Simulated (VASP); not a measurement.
CuO, 4 atoms in the cell. The structure is hexagonal, space group P6_3mc (No. 186). The conventional cell has a = 3.288 Å, b = 3.288 Å, c = 5.385 Å, α = 90.00°, β = 90.00°, γ = 120.00°. Cu (site symmetry 3m) has 4 O at 2.01 to 2.02 Å within 2.7 Å. Within 2.7 Å of O (site symmetry 3m) lie 4 Cu at 2.01 to 2.02 Å. 

- Program: VASP 6.6.1
- Task: electric field gradients
- Functional: PBE
- Potentials or basis: VASP PAW PBE potentials, release 64 (Cu, O)
- Cutoff: 520 eV
- k mesh: 9 × 9 × 5
- Occupations: fermi-dirac, width 0.05 eV
- Spin: no spin polarisation
- Dipole correction: no
- Further INCAR settings: ALGO = Normal; EDIFF = 1e-08; NBANDS = 25

Potentials or basis: VASP PAW PBE potentials, release 64 (Cu, O).

Run with:

```sh
$ cat potpaw_PBE.64/Cu/POTCAR potpaw_PBE.64/O/POTCAR > POTCAR
$ mpirun -np 1 vasp_std > vasp.out
```

Hardware: 1 thread of Intel(R) Xeon(R) Platinum 8488C (Sapphire Rapids), on a shared host.

Task: Estimate the wall time of this run.

Result: Wall time 32 s on 1 thread of Intel(R) Xeon(R) Platinum 8488C (Sapphire Rapids), on a shared host, peak memory 0.17 GiB. Counts: scf iterations 19, k points 36.
